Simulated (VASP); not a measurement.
V3H:

```
CELL_PARAMETERS angstrom
3.52378 0.00000 0.00000
0.00000 3.52378 0.00000
0.00000 0.00000 3.52378
ATOMIC_POSITIONS crystal
V 0.00000 0.50000 0.50000
V 0.50000 0.00000 0.50000
V 0.50000 0.50000 0.00000
H 0.00000 0.00000 0.00000
```

| Property | Result |
| --- | --- |
| Program | VASP 6.6.1 |
| Task | relaxation of cell and atoms |
| Functional | PBE |
| Potentials or basis | VASP PAW PBE potentials, release 64 (V_sv, H) |
| Cutoff | 600 eV |
| k mesh | 6 × 6 × 6 |
| Occupations | gaussian, width 0.1 eV |
| Spin | no spin polarisation |

At the start: pressure 9.0 GPa; volume 10.94 Å³/atom.

How do energy, volume and symmetry change on relaxing?

Over 3 steps the energy falls by 17.1 meV/atom and the volume is 11.58 Å³/atom (+5.8 %); space group Pm-3m (No. 221, to 0.05 Å).

The path:
```
step  energy change (eV)  largest force (eV/Å)  pressure (GPa)  volume (Å³)
   1              0.0000                0.0000            8.97        43.75
   2             -0.0492                0.0000           -4.15        47.75
   3             -0.0684                0.0000           -0.02        46.31
```

Final structure:
```
CELL_PARAMETERS angstrom
3.59097 0.00000 0.00000
0.00000 3.59097 0.00000
0.00000 0.00000 3.59097
ATOMIC_POSITIONS crystal
V 0.00000 0.50000 0.50000
V 0.50000 0.00000 0.50000
V 0.50000 0.50000 0.00000
H 0.00000 0.00000 0.00000
```
